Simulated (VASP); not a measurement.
# BN (Cm) in VASP: a series of runs, part 2 of 2

VASP 6.6.1. The steps go on from the part before.

## Step 3: Phonons, PBE+D3(BJ) (9.13 Å³/atom)

This run uses another cell than the first one, of 9.13 Å³/atom.

Contents of INCAR:

```
SYSTEM = BN
ALGO = Normal
EDIFF = 1E-8
ENCUT = 520
GGA = PE
IBRION = 6
ISIF = 2
ISMEAR = 0
IVDW = 12
LASPH = .True.
LCHARG = .True.
LREAL = .False.
LWAVE = .False.
NBANDS = 11
NELM = 80
NFREE = 2
NSW = 1
POTIM = 0.015
PREC = Accurate
SIGMA = 0.01
```

Contents of KPOINTS:

```
k-points
0
Gamma
  12 12 12
  0 0 0
```

Contents of POSCAR:

```
BN
1.0
    2.4962593862      0.0022361069     -0.2361958371
   -1.2388848032      2.1671381125      0.2361805288
   -0.9329202644     -0.9083288476      3.4138234727
B N
1 1
Direct
    0.9909788308      0.9913936691     -0.0062415001
    0.6571701692      0.3244903309      0.9930465001
```

Potentials or basis: VASP PAW PBE potentials, release 64 (B, N).

On the command line:

```bash
> cat potpaw_PBE.64/B/POTCAR potpaw_PBE.64/N/POTCAR > POTCAR
> mpirun -np 1 vasp_std > vasp.out
```

OUTCAR:

```text
SYSTEM = BN
   EDIFF = 1E-8
   ENCUT = 520
   GGA = PE
   IBRION = 6
   ISIF = 2
   ISMEAR = 0
   IVDW = 12
   LASPH = .True.
   LREAL = .False.
   NELM = 80
   NFREE = 2
   NSW = 1
   POTIM = 0.015
   PREC = Accurate
 IVDW          = 12

 ion  position               nearest neighbor table
   1  0.991  0.991  0.994-   2 1.45   2 1.45   2 1.45
   2  0.657  0.324  0.993-   1 1.45   1 1.45   1 1.45

  LATTYP: Found a base centered monoclinic cell.
 ALAT       =     4.3429531704
 B/A-ratio  =     0.5773546128
 C/A-ratio  =     0.8416979816
 COS(beta)  =    -0.3968300165

  Lattice vectors:

 A1 = (  -1.2388848032,   2.1671381125,   0.2361805288)
 A2 = (  -2.4962593862,  -0.0022361069,   0.2361958371)
 A3 = (   1.5633391218,  -0.9060927407,   3.1776276356)

Analysis of symmetry for initial positions (statically):
=====================================================================
 Subroutine PRICEL returns:
 Original cell was already a primitive cell.

 Routine SETGRP: Setting up the symmetry group for a
 base centered monoclinic supercell.

 Subroutine GETGRP returns: Found  2 space group operations
 (whereof  1 operations were pure point group operations)
 out of a pool of  4 trial point group operations.

The static configuration has the point symmetry C_1 .
 The point group associated with its full space group is C_1h.

Analysis of symmetry for dynamics (positions and initial velocities):
=====================================================================
 Subroutine PRICEL returns:
 Original cell was already a primitive cell.

 Routine SETGRP: Setting up the symmetry group for a
 base centered monoclinic supercell.

 Subroutine GETGRP returns: Found  2 space group operations
 (whereof  1 operations were pure point group operations)
 out of a pool of  4 trial point group operations.

The dynamic configuration has the point symmetry C_1 .
 The point group associated with its full space group is C_1h.

 Subroutine INISYM returns: Found  2 space group operations
 (whereof  1 operations are pure point group operations),
 and found     1 'primitive' translations

----------------------------------------------------------------------------------------

                                     Primitive cell

  volume of cell :      18.2691

  direct lattice vectors                    reciprocal lattice vectors
     2.496259386  0.002236107 -0.236195837     0.416702333  0.219441953  0.172263010
    -1.238884803  2.167138112  0.236180529     0.011325701  0.454398896  0.123998679
    -0.932920264 -0.908328848  3.413823473     0.028047275 -0.016254178  0.296266559

  length of vectors
     2.507409898  2.507409898  3.653709378     0.501467995  0.471149976  0.298034766

  position of ions in fractional coordinates (direct lattice)
     0.990978831  0.991393669  0.993758500
     0.657170169  0.324490331  0.993046500

  ion indices of the primitive-cell ions
   primitive index   ion index
[... 85 lines left out ...]
   NELECT =       8.0000    total number of electrons
   NUPDOWN=      -1.0000    fix difference up-down
   EMIN   =  10.00;   EMAX   =-10.00  energy-range for DOS
   EFERMI =   0.00;   METHOD = LEGACY
   ISMEAR =     0;   SIGMA  =   0.01  broadening in eV -4-tet -1-fermi 0-gaus
   EFERMI_NEDOS =   21; number of points for ismear=-14 and -15
   IALGO  =     38    algorithm
   IMIX   =      4    mixing-type and parameters
     AMIX     =   0.40;   BMIX     =  1.00
     AMIX_MAG =   1.60;   BMIX_MAG =  1.00
  volume/ion in A,a.u.               =       9.13        61.64
  Fermi-wavevector in a.u.,A,eV,Ry     =   1.243177  2.349263 21.027641  1.545488
  Thomas-Fermi vector in A             =   2.377499
   LORBIT       =      0    0 simple, 1 ext, 2 COOP (PROOUT), +10 PAW based schemes
   GGA     = PE    functional components
   LHFCALC =     F    Hartree Fock is set to
   AEXX    =    0.0000 exact exchange contribution
   IVDW    =    12    specifies the selected vdW correction
   LEPSILON=     F    determine dielectric tensor
   LRPA    =     F    only Hartree local field effects (RPA)
 finite differences with symmetry
 non-spin polarized calculation
 Gauss-broadening in eV      SIGMA  =   0.01
  energy-cutoff  :      520.00
  volume of cell :       18.27
 maximum number of plane-waves:       517
   NGX =  9   NGY =  9   NGZ = 13

--------------------------------------- Ionic step        1  -------------------------------------------

 number of electron       8.0000001 magnetization

 Free energy of the ion-electron system (eV)
  ---------------------------------------------------
  ext. energy  EPLUGINS =         0.00000000
  ---------------------------------------------------
  free energy    TOTEN  =       -17.58109126 eV

  energy without entropy =      -17.58109126  energy(sigma->0) =      -17.58109126

------------------------ aborting loop because EDIFF is reached ----------------------------------------

 Edisp (eV)   -0.27804

 E8    (eV) :    -0.0814
[... 311 lines left out ...]
--------------------------------------- Ionic step        9  -------------------------------------------

 number of electron       8.0000001 magnetization

 Free energy of the ion-electron system (eV)
  ---------------------------------------------------
  ext. energy  EPLUGINS =         0.00000000
  ---------------------------------------------------
  free energy    TOTEN  =       -17.57962257 eV

  energy without entropy =      -17.57962257  energy(sigma->0) =      -17.57962257

 E-fermi :   2.3003     XC(G=0): -10.0007

 val. band max:        2.1460254953   @ k =   0.3333   0.3333  -0.0000
 cond. band min:       6.4122188491   @ k =   0.5000   0.5000   0.5000
 fundamental gap:      4.2661933538
 Fermi energy:         2.3002968685

 k-point     1 :       0.0000    0.0000    0.0000
  band No.  band energies     occupation
      1     -15.5955      2.00000
      2      -1.9656      2.00000
      3       0.8398      2.00000
      4       0.8774      2.00000
      5       7.3436      0.00000
      6      13.7529      0.00000
      7      13.8036      0.00000
      8      15.2255      0.00000
      9      16.8179      0.00000
     10      27.9751      0.00000
     11      30.1836      0.00000
[... 309 lines left out ...]
 k-point    24 :       0.3333    0.1667    0.0000
  band No.  band energies     occupation
      1     -12.4580      2.00000
      2      -5.8118      2.00000
      3      -3.1537      2.00000
      4       0.9488      2.00000
      5       7.3033      0.00000
      6      13.7438      0.00000
      7      15.5347      0.00000
      8      18.7373      0.00000
      9      20.4641      0.00000
     10      23.3812      0.00000
     11      25.7978      0.00000

 [... further k-points ...]

------------------------ aborting loop because EDIFF is reached ----------------------------------------

 Edisp (eV)   -0.27804

 E8    (eV) :    -0.0814
[... 25 lines left out ...]
  FREE ENERGIE OF THE ION-ELECTRON SYSTEM (eV)
  ---------------------------------------------------
  free  energy   TOTEN  =       -17.8576600231 eV

  energy  without entropy=      -17.8576600231  energy(sigma->0) =      -17.85766002

 INTERNAL STRAIN TENSORS FROM DISPLACED ATOMS
 ============================================

 INTERNAL STRAIN TENSOR FOR ION    1 for displacements in x,y,z  (eV/Angst):
          X           Y           Z          XY          YZ          ZX
  --------------------------------------------------------------------------------
  x     0.16217    -0.02221    -0.16159    12.13345    -1.14934     0.64552
  y    12.12843   -12.20957     0.09367    -0.03087    -0.67111    -1.14932
  z     0.72844    -0.58293    -0.36343    -1.14473     0.09805    -0.16914

 INTERNAL STRAIN TENSOR FOR ION    2 for displacements in x,y,z  (eV/Angst):
          X           Y           Z          XY          YZ          ZX
  --------------------------------------------------------------------------------
  x    -0.16272     0.02229     0.16102   -12.12460     1.14831    -0.64563
  y   -12.11986    12.20127    -0.09334     0.03046     0.66983     1.14829
  z    -0.72880     0.58276     0.36204     1.14490    -0.09776     0.16863

 Eigenvectors and eigenvalues of the dynamical matrix
 ----------------------------------------------------

   1 f  =   40.495193 THz   254.438801 2PiTHz 1350.774240 cm-1   167.474586 meV
             X         Y         Z           dx          dy          dz
      0.318420  1.248043  3.392599    -0.376693   -0.649913    0.000005
      0.312028 -0.197328  3.311503     0.331009    0.571094   -0.000004
[... 21 lines left out ...]
   6 f/i=    0.002155 THz     0.013540 2PiTHz    0.071882 cm-1     0.008912 meV
             X         Y         Z           dx          dy          dz
      0.318420  1.248043  3.392599     0.055795   -0.032334    0.657001
      0.312028 -0.197328  3.311503     0.063496   -0.036797    0.747532

 ELASTIC MODULI CONTR FROM IONIC RELAXATION (kBar)
 Direction    XX          YY          ZZ          XY          YZ          ZX
 --------------------------------------------------------------------------------
 XX        -316.1653    317.9397     -1.6649     -1.6363     17.6536     29.8975
 YY         317.9397   -319.9415      2.1373     -1.6587    -17.4757    -30.2044
 ZZ          -1.6649      2.1373     -1.0462      3.3177     -0.1400      0.2415
 XY          -1.6363     -1.6587      3.3177   -318.0097     30.0500    -17.2656
 YZ          17.6536    -17.4757     -0.1400     30.0500     -3.8145     -0.0203
 ZX          29.8975    -30.2044      0.2415    -17.2656     -0.0203     -3.7911
 --------------------------------------------------------------------------------
```

OSZICAR:

```text
N       E                     dE             d eps       ncg     rms          rms(c)
DAV:   1     0.133365459019E+02    0.13337E+02   -0.46273E+03 10683   0.684E+02
DAV:   2    -0.185776957164E+02   -0.31914E+02   -0.30489E+02 12595   0.160E+02
DAV:   3    -0.193505552506E+02   -0.77286E+00   -0.77173E+00 12762   0.230E+01
DAV:   4    -0.193528697013E+02   -0.23145E-02   -0.23144E-02 11530   0.140E+00
[... 87 lines left out ...]
DAV:   4    -0.175796201835E+02   -0.18771E-04   -0.17645E-04 11933   0.106E-01    0.107E-02
DAV:   5    -0.175796224676E+02   -0.22841E-05   -0.25529E-06 12259   0.118E-02    0.274E-03
DAV:   6    -0.175796225461E+02   -0.78575E-07   -0.48910E-07 12035   0.526E-03    0.444E-04
DAV:   7    -0.175796225685E+02   -0.22401E-07   -0.31312E-08 12442   0.146E-03    0.153E-04
DAV:   8    -0.175796225740E+02   -0.54147E-08   -0.13139E-09  6111   0.256E-04
   9 F= -.17857660E+02 E0= -.17857660E+02  d E =-.745332-108
```

It took 5.9 min on 1 thread of Intel Xeon Platinum 8559C (Emerald Rapids), shared host; peak memory 0.43 GiB.

Results:

* Highest phonon frequency at Γ, LO-TO splitting left out: 1351 cm⁻¹
* Dispersion energy per atom: -0.139 eV

Phonon frequencies in cm⁻¹ (negative: imaginary):
```
              q point          frequencies
(0.000, 0.000, 0.000)  0 0 0 753 1351 1351
```

## Step 4: Phonons, PBE+D3(BJ)

This run uses another cell than the first one, of 8.68 Å³/atom.

Contents of INCAR:

```
ALGO     = Normal         # electronic algorithm
EDIFF    = 1E-8           # SCF threshold, eV
ENCUT    = 520            # plane-wave cutoff, eV
GGA      = PE             # functional
IBRION   = 6              # ionic algorithm
ISIF     = 2              # what is computed and relaxed
ISMEAR   = 0              # smearing method
IVDW     = 12             # dispersion correction
LASPH    = True           # aspherical terms in the spheres
LCHARG   = False          # write CHGCAR
LREAL    = False          # projectors in reciprocal space
LWAVE    = False          # write WAVECAR
NELM     = 60             # most SCF steps
NFREE    = 2            
NSW      = 1              # ionic steps
POTIM    = 0.015          # step
PREC     = Accurate       # precision mode
SIGMA    = 0.01           # smearing width, eV
```

Contents of KPOINTS:

```
k-points
0
Gamma
  12 12 12
```

Contents of POSCAR:

```
BN
1.0
    2.4924550861      0.0022665277     -0.2365985398
   -1.2369673843      2.1638522168      0.2365832543
   -0.9466046390     -0.8982238823      3.2593924620
B N
1 1
Direct
    0.9911633798      0.9914874742     -0.0059631460
    0.6569856202      0.3243965258      0.9927681460
```

Potentials or basis: VASP PAW PBE potentials, release 64 (B, N).

On the command line:

```bash
> cat potpaw_PBE.64/B/POTCAR potpaw_PBE.64/N/POTCAR > POTCAR
> mpirun -np 1 vasp_std > vasp.out
```

OUTCAR:

```text
EDIFF = 1E-8
   ENCUT = 520
   GGA = PE
   IBRION = 6
   ISIF = 2
   ISMEAR = 0
   IVDW = 12
   LASPH = True
   LREAL = False
   NELM = 60
   NFREE = 2
   NSW = 1
   POTIM = 0.015
   PREC = Accurate
 IVDW          = 12

 ion  position               nearest neighbor table
   1  0.991  0.991  0.994-   2 1.45   2 1.45   2 1.45
   2  0.657  0.324  0.993-   1 1.45   1 1.45   1 1.45
[... 835 lines left out ...]
  x     0.16509    -0.01887    -0.18212    12.47515    -1.18419     0.63396
  y    12.46609   -12.55085     0.10557    -0.03452    -0.72259    -1.18417
  z     0.79348    -0.55741    -0.60041    -1.17924     0.11410    -0.19683

 INTERNAL STRAIN TENSOR FOR ION    2 for displacements in x,y,z  (eV/Angst):
          X           Y           Z          XY          YZ          ZX
  --------------------------------------------------------------------------------
  x    -0.17050     0.01583     0.17959   -12.46484     1.18220    -0.63525
  y   -12.45475    12.54441    -0.10411     0.03324     0.71902     1.18218
  z    -0.79645     0.55646     0.60422     1.18099    -0.11394     0.19655

 Eigenvectors and eigenvalues of the dynamical matrix
 ----------------------------------------------------

   1 f  =   40.739573 THz   255.974287 2PiTHz 1358.925885 cm-1   168.485261 meV
             X         Y         Z           dx          dy          dz
      0.303033  1.254811  3.240018    -0.646040    0.374444    0.081961
      0.296480 -0.188293  3.157126     0.567679   -0.329026   -0.072039
[... 21 lines left out ...]
   6 f/i=    0.001033 THz     0.006488 2PiTHz    0.034441 cm-1     0.004270 meV
             X         Y         Z           dx          dy          dz
      0.303033  1.254811  3.240018     0.091136   -0.052818    0.651600
      0.296480 -0.188293  3.157126     0.103739   -0.060122    0.741583

 ELASTIC MODULI CONTR FROM IONIC RELAXATION (kBar)
 Direction    XX          YY          ZZ          XY          YZ          ZX
 --------------------------------------------------------------------------------
 XX        -347.2439    349.0200     -1.3712     -1.6343     20.2112     32.9822
 YY         349.0200   -351.3310      2.6016     -1.9321    -20.0701    -33.2256
 ZZ          -1.3712      2.6016     -2.9240      3.4665     -0.0219      0.0378
 XY          -1.6343     -1.9321      3.4665   -349.3283     33.0948    -18.2234
 YZ          20.2112    -20.0701     -0.0219     33.0948     -4.3116     -0.1619
 ZX          32.9822    -33.2256      0.0378    -18.2234     -0.1619     -4.1260
 --------------------------------------------------------------------------------
```

OSZICAR:

```text
N       E                     dE             d eps       ncg     rms          rms(c)
DAV:   1     0.133439714715E+02    0.13344E+02   -0.49248E+03  7792   0.949E+02
DAV:   2    -0.188900504769E+02   -0.32234E+02   -0.30895E+02 10400   0.173E+02
DAV:   3    -0.193136695001E+02   -0.42362E+00   -0.42362E+00  9184   0.251E+01
[... 86 lines left out ...]
DAV:   3    -0.175609119437E+02    0.81367E-03   -0.40524E-03  9472   0.563E-01    0.290E-02
DAV:   4    -0.175609272098E+02   -0.15266E-04   -0.19660E-04  8656   0.152E-01    0.106E-02
DAV:   5    -0.175609291873E+02   -0.19774E-05   -0.21206E-06 12272   0.153E-02    0.518E-03
DAV:   6    -0.175609298024E+02   -0.61511E-06   -0.78897E-07  8352   0.875E-03    0.585E-04
DAV:   7    -0.175609298123E+02   -0.99226E-08   -0.44049E-08 11360   0.218E-03
   9 F= -.17856378E+02 E0= -.17856378E+02  d E =-.332654E-87
```

It took 9.3 min on 1 thread of Intel Xeon Platinum 8259CL at 2.50GHz (Skylake/Cascade Lake), shared host; peak memory 0.42 GiB.

What came out:

* Highest phonon frequency at Γ, LO-TO splitting left out: 1359 cm⁻¹
* Dispersion energy per atom: -0.148 eV

Phonon frequencies in cm⁻¹ (negative: imaginary):
| q point | frequencies |
| --- | --- |
| (0.000, 0.000, 0.000) | 0 0 0 743 1359 1359 |

Caveat: the cell stands under pressure or tension, which shifts response properties.
